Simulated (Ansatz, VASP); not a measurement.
AlP in VASP and in Ansatz

```xyz
2
Lattice="0.0000 2.7346 2.7346 2.7346 0.0000 2.7346 2.7346 2.7346 0.0000" Properties=species:S:1:pos:R:3 pbc="T T T"
Al    0.0000    0.0000    0.0000
P     1.3673    1.3673    1.3673
```

Alike in both runs: task single point; functional PBE; k mesh 8 × 8 × 8; occupations gaussian, width 0.02 eV; no spin polarisation.

```csv
,VASP,Ansatz
version,VASP 6.6.1,Ansatz 0.2.0
potentials or method,"VASP PAW PBE potentials, release 64 (Al, P), cutoff 500 eV","scalar-relativistic, plane waves, PAW"
valence electrons in the cell,8,8
```

|  | VASP | Ansatz | Ansatz less VASP |
| --- | --- | --- | --- |
| gap on the k mesh at the Fermi level (eV) | 1.59 | 1.59 | +0.002 |
| least direct gap on the mesh (eV) | 3.26 | 3.27 | +0.003 |
| pressure (GPa) | 1.7 | 1.8 | +0.08 |
